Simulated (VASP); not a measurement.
# FeO (R-3m) in VASP: further runs

FeO is run at these levels: LDA+U; tasks: single point.

Everything below comes from runs of VASP 6.6.1. Logs are shortened: lines on timing, memory, paths and dates and some standing lists are left out, and cuts for length are marked.

### 1 The cell of the first run

It takes space group R-3m (No. 166, trigonal). Conventional cell: a = 3.035 Å, b = 3.035 Å, c = 7.547 Å, α = 90.00°, β = 90.00°, γ = 120.00°. Within 2.9 Å of Fe (site symmetry -3m) lie 6 O at 2.16 Å. O (site symmetry -3m) has 6 Fe at 2.16 Å within 2.9 Å.

### 2 Single point, LDA+U, collinear spin, antiferromagnetic start

INCAR reads:

```
ALGO = Normal
EDIFF = 1E-6
ENCUT = 600
GGA_COMPAT = F
ISIF = 2
ISMEAR = 0
ISPIN = 2
LASPH = T
LCHARG = F
LDAU = T
LDAUJ = 0 0
LDAUL = 2 -1
LDAUPRINT = 1
LDAUTYPE = 2
LDAUU = 1 0
LMAXMIX = 4
LORBIT = 11
LREAL = F
LWAVE = F
MAGMOM = 4 -4 0 0
NBANDS = 26
NELM = 200
PREC = Accurate
SIGMA = 0.05
```

KPOINTS reads:

```
k-points
0
Gamma
  8 8 4
```

POSCAR reads:

```
FeO
1.0
    1.5176821100      0.8762341800      2.5157945800
   -1.5176821100      0.8762341800      2.5157945800
    0.0000000000     -3.5049367000      5.0315891600
Fe O
2 2
Direct
    0.0000000000      0.0000000000      0.0000000000
    0.0000000000      0.0000000000      0.5000000000
    0.5000000000      0.5000000000      0.2500000000
    0.5000000000      0.5000000000      0.7500000000
```

Potentials or basis: VASP PAW LDA potentials, release 64 (Fe, O).

Launch:

```
> cat potpaw_LDA.64/Fe/POTCAR potpaw_LDA.64/O/POTCAR > POTCAR
> mpirun -np 1 vasp_std > vasp.out
```

OUTCAR:

```text
EDIFF = 1E-6
   ENCUT = 600
   ISIF = 2
   ISMEAR = 0
   ISPIN = 2
   LASPH = T
   LORBIT = 11
   LREAL = F
   NELM = 200
   PREC = Accurate

 ion  position               nearest neighbor table
   1  0.000  0.000  0.000-   3 2.16   4 2.16   3 2.16   4 2.16   4 2.16   3 2.16   2 3.04   2 3.04
                             2 3.04   2 3.04   2 3.07   2 3.07
   2  0.000  0.000  0.500-   3 2.16   4 2.16   3 2.16   4 2.16   3 2.16   4 2.16   1 3.04   1 3.04
                             1 3.04   1 3.04   1 3.07   1 3.07
   3  0.500  0.500  0.250-   1 2.16   2 2.16   1 2.16   2 2.16   1 2.16   2 2.16
   4  0.500  0.500  0.750-   1 2.16   2 2.16   1 2.16   2 2.16   2 2.16   1 2.16

  LATTYP: Found a base centered monoclinic cell.
 ALAT       =     5.3280423072
 B/A-ratio  =     0.5696959680
 C/A-ratio  =     0.9867423637
 COS(beta)  =    -0.3289141225

  Lattice vectors:

 A1 = (   1.5176821100,   0.8762341800,   2.5157945800)
 A2 = (  -1.5176821100,   0.8762341800,   2.5157945800)
 A3 = (   0.0000000000,  -5.2574050600,  -0.0000000000)

Analysis of symmetry for initial positions (statically):
=====================================================================
 Subroutine PRICEL returns following result:

  LATTYP: Found a trigonal (rhomboedric) cell.
 ALAT       =     3.0660019070
 COS(alpha) =     0.5099427872
[... 12 lines left out ...]
 Subroutine GETGRP returns: Found  4 space group operations
 (whereof  4 operations were pure point group operations)
 out of a pool of  4 trial point group operations.

The static configuration has the point symmetry C_2h.

Analysis of symmetry for dynamics (positions and initial velocities):
=====================================================================
 Subroutine PRICEL returns following result:

  LATTYP: Found a trigonal (rhomboedric) cell.
 ALAT       =     3.0660019070
 COS(alpha) =     0.5099427872
[... 12 lines left out ...]
 Subroutine GETGRP returns: Found  4 space group operations
 (whereof  4 operations were pure point group operations)
 out of a pool of  4 trial point group operations.

The dynamic configuration has the point symmetry C_2h.

Analysis of structural, dynamic, and magnetic symmetry:
=====================================================================
 Subroutine PRICEL returns following result:

  LATTYP: Found a trigonal (rhomboedric) cell.
 ALAT       =     3.0660019070
 COS(alpha) =     0.5099427872
[... 12 lines left out ...]
 Subroutine GETGRP returns: Found  4 space group operations
 (whereof  4 operations were pure point group operations)
 out of a pool of  4 trial point group operations.

The overall configuration has the point symmetry C_2h.

 Subroutine INISYM returns: Found  4 space group operations
 (whereof  4 operations are pure point group operations),
 and found     2 'primitive' translations

----------------------------------------------------------------------------------------

                                     Primitive cell

  volume of cell :      20.0737

  direct lattice vectors                    reciprocal lattice vectors
     1.517682110  0.876234180  2.515794580     0.329449755  0.190207905  0.132496244
    -1.517682110  0.876234180  2.515794580    -0.329449755  0.190207905  0.132496244
     0.000000000 -1.752468350  2.515794580     0.000000000 -0.380415809  0.132496245

  length of vectors
     3.066001907  3.066001907  3.066001906     0.402829298  0.402829298  0.402829297

  position of ions in fractional coordinates (direct lattice)
     0.000000000  0.000000000  0.000000000
     0.500000000  0.500000000  0.500000000

  ion indices of the primitive-cell ions
   primitive index   ion index
                 1           1
                 2           3

----------------------------------------------------------------------------------------

 KPOINTS: k-points
[... 104 lines left out ...]
   IALGO  =     38    algorithm
   IMIX   =      4    mixing-type and parameters
     AMIX     =   0.40;   BMIX     =  1.00
     AMIX_MAG =   1.60;   BMIX_MAG =  1.00
  volume/ion in A,a.u.               =      10.04        67.73
  Fermi-wavevector in a.u.,A,eV,Ry     =   1.451805  2.743514 28.677524  2.107739
  Thomas-Fermi vector in A             =   2.569260
   LORBIT       =     11    0 simple, 1 ext, 2 COOP (PROOUT), +10 PAW based schemes
 LDA+U is selected, type is set to LDAUTYPE =  2
   angular momentum for each species LDAUL =     2   -1
   U (eV)           for each species LDAUU =   1.0  0.0
   J (eV)           for each species LDAUJ =   0.0  0.0
   GGA     = CA    functional components
   LHFCALC =     F    Hartree Fock is set to
   AEXX    =    0.0000 exact exchange contribution
   IVDW    =     0    specifies the selected vdW correction
   LEPSILON=     F    determine dielectric tensor
   LRPA    =     F    only Hartree local field effects (RPA)
 spin polarized calculation
 Gauss-broadening in eV      SIGMA  =   0.05
  energy-cutoff  :      600.00
  volume of cell :       40.15
 maximum number of plane-waves:      1358
   NGX = 13   NGY = 13   NGZ = 25

 number of electron      27.9999998 magnetization       0.0000000

atom =   1  type =  1  l = 2

 onsite density matrix

spin component  1

  0.9606  0.0000  0.0000 -0.0161 -0.0000
  0.0000  0.9712 -0.0018  0.0000 -0.0133
  0.0000 -0.0018  0.9490  0.0000  0.0020
 -0.0161  0.0000  0.0000  0.9667  0.0000
 -0.0000 -0.0133  0.0020  0.0000  0.9589

spin component  2

  0.3820 -0.0000 -0.0000  0.0856  0.0000
 -0.0000  0.2180 -0.0820 -0.0000  0.0263
 -0.0000 -0.0820  0.3496  0.0000 -0.0359
  0.0856 -0.0000  0.0000  0.2091 -0.0000
  0.0000  0.0263 -0.0359 -0.0000  0.1967

 occupancies and eigenvectors

  o =  0.1738  v =  0.0000  0.0000  0.0000  0.0000  0.0000  0.0000  0.8178  0.2788 -0.0000 -0.5035      0.0000  0.0000  0.0000  0.0000  0.0000  0.0000  0.0000  0.0000  0.0000  0.0000
  o =  0.1738  v =  0.0000  0.0000  0.0000  0.0000  0.0000  0.3804 -0.0000 -0.0000 -0.9248  0.0000      0.0000  0.0000  0.0000  0.0000  0.0000  0.0000  0.0000  0.0000  0.0000  0.0000
  o =  0.1921  v =  0.0000  0.0000  0.0000  0.0000  0.0000 -0.0000 -0.3828 -0.3898  0.0000 -0.8376      0.0000  0.0000  0.0000  0.0000  0.0000  0.0000  0.0000  0.0000  0.0000  0.0000
  o =  0.3984  v =  0.0000  0.0000  0.0000  0.0000  0.0000 -0.0000  0.4298 -0.8777 -0.0000  0.2121      0.0000  0.0000  0.0000  0.0000  0.0000  0.0000  0.0000  0.0000  0.0000  0.0000
  o =  0.4172  v =  0.0000  0.0000  0.0000  0.0000  0.0000 -0.9248 -0.0000  0.0000 -0.3804 -0.0000      0.0000  0.0000  0.0000  0.0000  0.0000  0.0000  0.0000  0.0000  0.0000  0.0000
  o =  0.9472  v = -0.7700  0.0000  0.0000 -0.6381 -0.0000  0.0000  0.0000  0.0000  0.0000  0.0000      0.0000  0.0000  0.0000  0.0000  0.0000  0.0000  0.0000  0.0000  0.0000  0.0000
  o =  0.9485  v =  0.0000  0.1170 -0.9370 -0.0000  0.3291  0.0000  0.0000  0.0000  0.0000  0.0000      0.0000  0.0000  0.0000  0.0000  0.0000  0.0000  0.0000  0.0000  0.0000  0.0000
  o =  0.9506  v =  0.0000 -0.5318 -0.3390  0.0000 -0.7761  0.0000  0.0000  0.0000  0.0000  0.0000      0.0000  0.0000  0.0000  0.0000  0.0000  0.0000  0.0000  0.0000  0.0000  0.0000
  o =  0.9799  v =  0.0000  0.8388 -0.0842  0.0000 -0.5380  0.0000  0.0000  0.0000  0.0000  0.0000      0.0000  0.0000  0.0000  0.0000  0.0000  0.0000  0.0000  0.0000  0.0000  0.0000
  o =  0.9800  v = -0.6381 -0.0000 -0.0000  0.7700  0.0000  0.0000  0.0000  0.0000  0.0000  0.0000      0.0000  0.0000  0.0000  0.0000  0.0000  0.0000  0.0000  0.0000  0.0000  0.0000

atom =   2  type =  1  l = 2

 onsite density matrix

spin component  1

  0.3820 -0.0000 -0.0000  0.0856  0.0000
 -0.0000  0.2180 -0.0820  0.0000  0.0263
 -0.0000 -0.0820  0.3496  0.0000 -0.0359
  0.0856  0.0000  0.0000  0.2091 -0.0000
  0.0000  0.0263 -0.0359 -0.0000  0.1967

spin component  2

  0.9606 -0.0000  0.0000 -0.0161 -0.0000
 -0.0000  0.9712 -0.0018 -0.0000 -0.0133
  0.0000 -0.0018  0.9490  0.0000  0.0020
 -0.0161 -0.0000  0.0000  0.9667  0.0000
 -0.0000 -0.0133  0.0020  0.0000  0.9589

 occupancies and eigenvectors

  o =  0.1738  v = -0.0000 -0.8178 -0.2788  0.0000  0.5035  0.0000  0.0000  0.0000  0.0000  0.0000      0.0000  0.0000  0.0000  0.0000  0.0000  0.0000  0.0000  0.0000  0.0000  0.0000
  o =  0.1738  v =  0.3804 -0.0000 -0.0000 -0.9248  0.0000  0.0000  0.0000  0.0000  0.0000  0.0000      0.0000  0.0000  0.0000  0.0000  0.0000  0.0000  0.0000  0.0000  0.0000  0.0000
  o =  0.1921  v =  0.0000  0.3828  0.3898 -0.0000  0.8376  0.0000  0.0000  0.0000  0.0000  0.0000      0.0000  0.0000  0.0000  0.0000  0.0000  0.0000  0.0000  0.0000  0.0000  0.0000
  o =  0.3984  v = -0.0000  0.4298 -0.8777 -0.0000  0.2121  0.0000  0.0000  0.0000  0.0000  0.0000      0.0000  0.0000  0.0000  0.0000  0.0000  0.0000  0.0000  0.0000  0.0000  0.0000
  o =  0.4172  v = -0.9248 -0.0000  0.0000 -0.3804 -0.0000  0.0000  0.0000  0.0000  0.0000  0.0000      0.0000  0.0000  0.0000  0.0000  0.0000  0.0000  0.0000  0.0000  0.0000  0.0000
  o =  0.9472  v =  0.0000  0.0000  0.0000  0.0000  0.0000 -0.7700 -0.0000  0.0000 -0.6381 -0.0000      0.0000  0.0000  0.0000  0.0000  0.0000  0.0000  0.0000  0.0000  0.0000  0.0000
  o =  0.9485  v =  0.0000  0.0000  0.0000  0.0000  0.0000  0.0000  0.1170 -0.9370 -0.0000  0.3291      0.0000  0.0000  0.0000  0.0000  0.0000  0.0000  0.0000  0.0000  0.0000  0.0000
  o =  0.9506  v =  0.0000  0.0000  0.0000  0.0000  0.0000  0.0000  0.5318  0.3390 -0.0000  0.7761      0.0000  0.0000  0.0000  0.0000  0.0000  0.0000  0.0000  0.0000  0.0000  0.0000
  o =  0.9799  v =  0.0000  0.0000  0.0000  0.0000  0.0000  0.0000  0.8388 -0.0842  0.0000 -0.5380      0.0000  0.0000  0.0000  0.0000  0.0000  0.0000  0.0000  0.0000  0.0000  0.0000
  o =  0.9800  v =  0.0000  0.0000  0.0000  0.0000  0.0000  0.6381 -0.0000  0.0000 -0.7700 -0.0000      0.0000  0.0000  0.0000  0.0000  0.0000  0.0000  0.0000  0.0000  0.0000  0.0000

 number of electron      27.9999998 magnetization      -0.0000000

 Free energy of the ion-electron system (eV)
  ---------------------------------------------------
  ext. energy  EPLUGINS =         0.00000000
  ---------------------------------------------------
  free energy    TOTEN  =       -31.62730317 eV

  energy without entropy =      -31.62136487  energy(sigma->0) =      -31.62433402

 E-fermi :   5.9382     XC(G=0): -12.6048

 val. band max:        5.9378100537   @ k =   0.1250   0.1250   0.2500
 cond. band min:       5.9447799920   @ k =  -0.1250   0.1250   0.2500
 fundamental gap:      0.0069699383
 Fermi energy:         5.9382260357

 spin component 1

 k-point     1 :       0.0000    0.0000    0.0000
  band No.  band energies     occupation
      1     -14.3292      1.00000
      2     -13.0950      1.00000
      3      -2.5624      1.00000
      4      -0.3357      1.00000
      5      -0.2421      1.00000
      6       2.2362      1.00000
[... 1385 lines left out ...]
     25      19.9888      0.00000
     26      20.9737      0.00000

 [... further k-points ...]

------------------------ aborting loop because EDIFF is reached ----------------------------------------

  FORCE on cell =-STRESS in cart. coord.  units (eV):
  Direction    XX          YY          ZZ          XY          YZ          ZX
  --------------------------------------------------------------------------------------
  -------------------------------------------------------------------------------------
  Total       -5.0388473     -2.8637841     -4.9639334      0.0000000     -0.7664971      0.0000000
  in kB     -201.0871653   -114.2861038   -198.0975494      0.0000000    -30.5888866      0.0000000
  external PRESSURE =    -171.1569395 kB  Pullay stress =       0.0000000 kB

 VOLUME and BASIS-vectors are now :
 -----------------------------------------------------------------------------
  energy-cutoff  :      600.00
  volume of cell :       40.15
      direct lattice vectors                 reciprocal lattice vectors
     1.517682110  0.876234180  2.515794580     0.329449755  0.190207905  0.132496244
    -1.517682110  0.876234180  2.515794580    -0.329449755  0.190207905  0.132496244
     0.000000000 -3.504936700  5.031589160     0.000000000 -0.190207905  0.066248122

 POSITION                                       TOTAL-FORCE (eV/Angst)
 -----------------------------------------------------------------------------------
      0.00000      0.00000      0.00000        -0.000000     -0.000000     -0.000000
      0.00000     -1.75247      2.51579        -0.000000     -0.000000     -0.000000
      0.00000      0.00000      3.77369         0.000000     -0.000000      0.000000
      0.00000     -1.75247      6.28949         0.000000      0.000000     -0.000000
 -----------------------------------------------------------------------------------
    total drift:                               -0.000000     -0.000000     -0.000000

  FREE ENERGIE OF THE ION-ELECTRON SYSTEM (eV)
  ---------------------------------------------------
  free  energy   TOTEN  =       -31.6273031740 eV

  energy  without entropy=      -31.6213648721  energy(sigma->0) =      -31.62433402

 total charge

# of ion       s       p       d       tot
------------------------------------------
    1        0.290   0.359   6.139   6.788
    2        0.290   0.359   6.139   6.788
    3        1.544   3.400   0.000   4.944
    4        1.544   3.400   0.000   4.944
--------------------------------------------------
tot          3.669   7.518  12.278  23.465

 magnetization (x)

# of ion       s       p       d       tot
------------------------------------------
    1        0.001   0.003   3.450   3.454
    2       -0.001  -0.003  -3.450  -3.454
    3        0.000   0.000   0.000   0.000
    4        0.000   0.000   0.000   0.000
--------------------------------------------------
tot          0.000   0.000   0.000   0.000
```

Run time: 4.9 min. Hardware: 1 thread of Oxide Virtual Turin-like, shared host; peak memory 0.22 GiB.

Results:

- Free energy: -31.6273 eV
- Pressure: -17.1 GPa
- Band gap on the k mesh: zero (filled and empty bands overlap)
- Net moment: 0.00 μB per cell
- Site moments: Fe +3.45, -3.45; O +0.00 μB
- Valence electrons inside the program's atomic spheres: Fe 6.79; O 4.94

Levels at points of the mesh, in eV from the Fermi level:
Spin up:
```csv
k point,band 10,band 11,band 12,band 13,band 14,band 15,band 16,band 17,band 18,band 19
"(0.00, 0.00, 0.00)",-3.55,-3.50,-2.34,-2.32,-0.17,-0.12,0.25,0.45,1.89,1.89
"(0.50, 0.00, 0.00)",-3.05,-2.87,-1.97,-1.71,-0.41,0.59,0.78,2.00,2.11,4.21
"(0.50, 0.50, 0.00)",-3.04,-2.95,-1.94,-1.73,-0.46,0.56,0.79,1.98,2.07,4.32
"(0.00, 0.00, 0.50)",-3.49,-3.26,-1.37,-1.36,-0.26,-0.21,-0.06,1.53,1.54,2.93
"(0.50, 0.00, 0.50)",-3.04,-2.72,-1.71,-1.53,-0.70,0.57,0.79,1.62,1.66,6.21
"(0.50, 0.50, 0.50)",-3.03,-2.81,-1.74,-1.52,-0.73,0.55,0.79,1.62,1.63,6.25
```
Spin down:
```tsv
k point	band 10	band 11	band 12	band 13	band 14	band 15	band 16	band 17	band 18	band 19
(0.00, 0.00, 0.00)	-3.55	-3.50	-2.34	-2.32	-0.17	-0.12	0.25	0.45	1.89	1.89
(0.50, 0.00, 0.00)	-3.05	-2.87	-1.97	-1.71	-0.41	0.59	0.78	2.00	2.11	4.21
(0.50, 0.50, 0.00)	-3.04	-2.95	-1.94	-1.73	-0.46	0.56	0.79	1.98	2.07	4.32
(0.00, 0.00, 0.50)	-3.49	-3.26	-1.37	-1.36	-0.26	-0.21	-0.06	1.53	1.54	2.93
(0.50, 0.00, 0.50)	-3.04	-2.72	-1.71	-1.53	-0.70	0.57	0.79	1.62	1.66	6.21
(0.50, 0.50, 0.50)	-3.03	-2.81	-1.74	-1.52	-0.73	0.55	0.79	1.62	1.63	6.25
```

Eigenvalues of the final occupation matrices:
```tsv
site	spin	trace	eigenvalues
site 1 d	1	4.81	0.95 0.95 0.95 0.98 0.98
site 1 d	2	1.36	0.17 0.17 0.19 0.40 0.42
site 2 d	1	1.36	0.17 0.17 0.19 0.40 0.42
site 2 d	2	4.81	0.95 0.95 0.95 0.98 0.98
```

Caveat: the stress differs along the axes, from -20 to -11 GPa. The state reached can hang on the start; a lower one may exist.

(Part 1 of 2 ends here.)
